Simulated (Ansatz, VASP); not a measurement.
## BC5: VASP beside Ansatz

File INCAR:

```
SYSTEM = BC5
ALGO = Normal
EDIFF = 1E-7
ENCUT = 520
GGA = PE
ISIF = 2
ISMEAR = -1
LASPH = .TRUE.
LCHARG = .FALSE.
LREAL = .FALSE.
LWAVE = .FALSE.
NBANDS = 20
NELM = 100
PREC = Accurate
SIGMA = 0.05
```

The input KPOINTS:

```
k-points
0
G
  15 15 15
  0 0 0
```

POSCAR

```
BC5
1.0
   -1.2495816248      1.2495816248      5.6665920544
    1.2495816248     -1.2495816248      5.6665920544
    1.2495816248      1.2495816248     -5.6665920544
C B
5 1
Direct
    0.0801160000      0.5801160000      0.5000000000
    0.4198840000      0.9198840000      0.5000000000
    0.5000000000      0.5000000000      0.0000000000
    0.1562810000      0.1562810000      0.0000000000
    0.8437190000      0.8437190000      0.0000000000
    0.7500000000      0.2500000000      0.5000000000
```

input.yaml

```yaml
crystal:
  lattice:
    - [-1.2495816248, 1.2495816248, 5.6665920544]
    - [1.2495816248, -1.2495816248, 5.6665920544]
    - [1.2495816248, 1.2495816248, -5.6665920544]
  atoms:
    - { symbol: C, position: [0.080116, 0.580116, 0.5] }
    - { symbol: C, position: [0.419884, 0.919884, 0.5] }
    - { symbol: C, position: [0.5, 0.5, 0.0] }
    - { symbol: C, position: [0.156281, 0.156281, 0.0] }
    - { symbol: C, position: [0.843719, 0.843719, 0.0] }
    - { symbol: B, position: [0.75, 0.25, 0.5] }
hamiltonian:
  xc: pbe
  pseudopotentials: { kind: paw }
kpoints:
  mp_grid: { grid: [15, 15, 15] }
scf:
  occupations: { method: fermi_dirac, width: 0.05 }
output:
  forces: true
  stress: true
  eigenvalues: true
```

Alike in both runs: task single point; functional PBE; k mesh 15 × 15 × 15; occupations fermi-dirac, width 0.05 eV; no spin polarisation.

|  | VASP | Ansatz |
| --- | --- | --- |
| version | VASP 6.6.1 | Ansatz 0.2.0 |
| potentials or method | VASP PAW PBE potentials, release 64 (C, B) | Ansatz PAW |
| plane-wave cutoff (eV) | 520 | 420 |
| valence electrons in the cell | 23 | 23 |

VASP gave:

```
gap on the k mesh at the Fermi level (eV)                     : none
pressure (GPa)                                                : 7.6
traceless stress, the component that is largest in VASP (GPa) : -1.02
rms of the force components (eV/Å)                            : 0.025
```

What did Ansatz give for the same quantities?

gap on the k mesh at the Fermi level (eV): none; pressure (GPa): 7.0; traceless stress, the component that is largest in VASP (GPa): -1.01; rms of the force components (eV/Å): 0.018.

Atom by atom the forces differ by 0.009 eV/Å (rms over components). A gap of «none» marks a metal or a gap that the smearing closes.
